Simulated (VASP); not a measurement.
The system is Ru.

```xyz
2
Lattice="2.7058 0.0000 0.0000 -1.3529 2.3433 0.0000 0.0000 0.0000 4.2819" Properties=species:S:1:pos:R:3 pbc="T T T"
Ru    0.0000    1.5622    1.0705
Ru    1.3529    0.7811    3.2114
```

| Item | Value |
| --- | --- |
| Program | VASP 6.6.1 |
| Task | relaxation of cell and atoms |
| Functional | PBEsol |
| Potentials or basis | VASP PAW PBE potentials, release 64 (Ru_pv) |
| Cutoff | 500 eV |
| k mesh | 7 × 7 × 4 |
| Occupations | fermi-dirac, width 0.1 eV |
| Spin | no spin polarisation |

At the start: pressure -5.6 GPa; volume 13.57 Å³/atom.

Question: Where does the relaxation end?

Answer: Over 6 steps the energy falls by 6.0 meV/atom and the volume is 13.35 Å³/atom (-1.6 %); space group P6_3/mmc (No. 194, to 0.1 Å) before and after.

The path:
```
step  energy change (eV)  largest force (eV/Å)  pressure (GPa)  volume (Å³)
   1              0.0000                0.0000           -5.56        27.15
   2              0.0773                0.0000           20.90        25.34
   3             -0.0110                0.0000            0.48        26.66
   4             -0.0110                0.0000            0.64        26.65
   5             -0.0115                0.0000           -0.40        26.74
   6             -0.0121                0.0000            0.01        26.71
```

Final structure:
```cif
data_structure
_symmetry_space_group_name_H-M 'P 1'
_symmetry_Int_Tables_number 1
_cell_length_a 2.7025
_cell_length_b 2.7025
_cell_length_c 4.2221
_cell_angle_alpha 90.000
_cell_angle_beta 90.000
_cell_angle_gamma 120.000
_cell_volume 26.71
loop_
_atom_site_label
_atom_site_type_symbol
_atom_site_fract_x
_atom_site_fract_y
_atom_site_fract_z
_atom_site_occupancy
Ru1 Ru 0.33333 0.66667 0.25000 1
Ru2 Ru 0.66667 0.33333 0.75000 1
```

Caveat: the k points lie up to 0.38 Å⁻¹ apart in the final cell, too coarse for converged energies and pressures of a metal; the PAW data sets were made with another functional, which shifts forces and pressure a little.
